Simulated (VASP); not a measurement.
Write the native input for VASP 6.6.1 that does the following.

| Property | Result |
| --- | --- |
| Task | single point |
| Functional | PBE |
| Potentials or basis | VASP PAW PBE potentials, release 64 (Mo_sv) |
| Cutoff | 520 eV |
| k mesh | 24 × 24 × 24 |
| Occupations | gaussian, width 0.15 eV |
| Spin | no spin polarisation |
| Dipole correction | no |
| Further INCAR settings | ALGO = Normal; EDIFF = 1e-06; NBANDS = 13 |

The structure of Mo lies in POSCAR:

```
Mo
1.0
   -1.5710000000      1.5710000000      1.5710000000
    1.5710000000     -1.5710000000      1.5710000000
    1.5710000000      1.5710000000     -1.5710000000
Mo
1
Direct
    0.0000000000      0.0000000000      0.0000000000
```

The input as run:

INCAR

```
SYSTEM = Mo
PREC = Accurate ; ENCUT = 520
EDIFF = 1E-6 ; ISMEAR = 0
SIGMA = 0.15 ; LREAL = .False.
LASPH = .True. ; NELM = 80
ALGO = Normal ; ISIF = 2
LWAVE = .False. ; LCHARG = .True.
GGA = PE ; LELF = .True.
LVHAR = .True. ; NBANDS = 13
```

KPOINTS

```
Automatic mesh
0
Gamma
  24 24 24
  0 0 0
```

Potentials or basis: VASP PAW PBE potentials, release 64 (Mo_sv).

The run is started by

```console
$ cat potpaw_PBE.64/Mo_sv/POTCAR > POTCAR
$ mpirun -np 1 vasp_std > vasp.out
```

Results of the run:

The pressure is 5.4 GPa. The band gap on the k mesh is zero (band 7 reaches 16.75 eV, above the bottom of band 8 at 11.34 eV).

Run time: 30 s on 1 thread of Intel(R) Xeon(R) Platinum 8488C (Sapphire Rapids) (shared host), peak memory 0.18 GiB.
